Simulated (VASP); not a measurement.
Set up this calculation in VASP 6.6.1, as the native input.

* Task: single point
* Functional: PBE
* Potentials or basis: VASP PAW PBE potentials, release 64 (As)
* Cutoff: 520 eV
* k mesh: 10 × 10 × 6
* Occupations: gaussian, width 0.1 eV
* Spin: no spin polarisation
* Dipole correction: no
* Further INCAR settings: ALGO = Normal; EDIFF = 1e-06; NBANDS = 24

The structure of As lies in POSCAR:

```
As
1.0
    2.9794223754     -3.1652946655     -0.0681558052
    2.9794223754      3.1652946655     -0.0681558052
   -3.0191282811      0.0000000000      6.8618490214
As
6
Direct
    0.1021573169      0.3917259913      0.3520374773
    0.6082740087      0.8978426831      0.1479625227
    0.8978426831      0.6082740087      0.6479625227
    0.3917259913      0.1021573169      0.8520374773
    0.0000000000      0.5000000000      0.0000000000
    0.5000000000      0.0000000000      0.5000000000
```

The cell was generated, and may not be a known phase.

These files were run (other wordings do the same):

INCAR

```
  PREC = Accurate
  ENCUT = 520
  EDIFF = 1E-6
  ISMEAR = 0
  SIGMA = 0.1
  LREAL = F
  LASPH = T
  NELM = 60
  ALGO = Normal
  ISIF = 2
  LWAVE = F
  LCHARG = F
  GGA = PE
  NBANDS = 24
```

KPOINTS

```
Automatic mesh
0
Gamma
  10 10 6
```

Potentials or basis: VASP PAW PBE potentials, release 64 (As).

Launch:

```bash
$ cat potpaw_PBE.64/As/POTCAR > POTCAR
$ mpirun -np 1 vasp_std > vasp.out
```

It gave:

```yaml
Pressure: 0.2 GPa
Largest_force: 0.012 eV/Å
Band_gap_on_the_k_mesh: zero (bands 15 and 16 overlap by 2.91 eV)
```

Run time: 2.7 min on 1 thread of AMD EPYC 9R45 96-Core Processor (Zen 5), on a shared host, peak memory 0.45 GiB.
